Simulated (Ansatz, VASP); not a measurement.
LiLaO3: VASP beside Ansatz

```
CELL_PARAMETERS angstrom
2.83849 4.91641 0.00000
-2.83849 4.91641 0.00000
0.00000 -3.27760 5.06052
ATOMIC_POSITIONS crystal
Li 0.28080 0.28080 0.84240
Li 0.78080 0.78080 0.34240
La 0.00090 0.00090 0.00270
La 0.50090 0.50090 0.50270
O 0.11927 0.36370 0.20940
O 0.72643 0.11927 0.20940
O 0.36370 0.72643 0.20940
O 0.22643 0.86370 0.70940
O 0.86370 0.61927 0.70940
O 0.61927 0.22643 0.70940
```

Alike in both runs: task single point; functional r2SCAN; k mesh 7 × 7 × 7; no spin polarisation.

|  | VASP | Ansatz |
| --- | --- | --- |
| version | VASP 6.6.1 | Ansatz 0.2.0 |
| potentials or method | VASP PAW PBE potentials, release 64 (Li_sv, La, O), cutoff 520 eV | PAW plane waves |
| occupations | fermi-dirac, width 0.1 eV | fermi-dirac |
| valence electrons in the cell | 64 | 64 |

VASP gave:

* rms of the force components (eV/Å): 0.646

Question: Which values does Ansatz return?

Answer: rms of the force components (eV/Å): 0.641.

VASP's potentials were made for PBE, not for r2SCAN. Atom by atom the forces differ by 0.008 eV/Å (rms over components). Ansatz's warnings: structure snapped to symmetry.

Spin-orbit coupling is off throughout. Noted on VASP's run: the cutoff is short for stress, so the pressure is rough.
